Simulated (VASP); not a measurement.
C:

```xyz
2
Lattice="0.0000 2.1270 3.3480 1.2280 0.0000 3.3480 1.2280 2.1270 0.0000" Properties=species:S:1:pos:R:3 pbc="T T T"
C     1.2280    0.7090    3.3480
C     1.2280    3.5450    3.3480
```

```yaml
Program: VASP 6.6.1
Task: relaxation of cell and atoms
Functional: BLYP
Dispersion: D3(BJ)
Potentials_or_basis: VASP PAW PBE potentials, release 64 (C)
Cutoff: 600 eV
k_mesh: 15 × 15 × 15
Occupations: gaussian, width 0.15 eV
Spin: no spin polarisation
```

At the start: pressure 4.9 GPa; volume 8.74 Å³/atom.

Task: How do energy, volume and symmetry change on relaxing?

Result: Over 11 steps the energy falls by 3.2 meV/atom and the volume is 8.64 Å³/atom (-1.2 %); space group Fmmm (No. 69, to 0.05 Å).

The path:
| step | energy change (eV) | largest force (eV/Å) | pressure (GPa) | volume (Å³) |
| --- | --- | --- | --- | --- |
| 1 | 0.0000 | 0.0061 | 4.90 | 17.49 |
| 2 | 0.0269 | 0.0134 | -12.64 | 18.17 |
| 3 | -0.0051 | 0.0007 | -0.53 | 17.68 |
| 4 | -0.0051 | 0.0009 | -0.41 | 17.68 |
| 5 | -0.0054 | 0.0016 | -0.31 | 17.63 |
| 6 | -0.0060 | 0.0036 | -0.22 | 17.50 |
| 7 | -0.0059 | 0.0081 | 0.15 | 17.23 |
| 8 | -0.0062 | 0.0057 | -0.02 | 17.37 |
| 9 | -0.0063 | 0.0066 | -0.01 | 17.35 |
| 10 | -0.0064 | 0.0423 | -0.02 | 17.28 |
| 11 | -0.0065 | 0.0023 | 0.01 | 17.27 |

Final structure:
```
CELL_PARAMETERS angstrom
0.00000 2.13806 3.26962
1.23552 0.00000 3.26962
1.23552 2.13806 0.00000
ATOMIC_POSITIONS crystal
C 0.16671 0.83329 0.16671
C 0.83329 0.16671 0.83329
```

Caveat: the PAW data sets were made with another functional, which shifts forces and pressure a little.
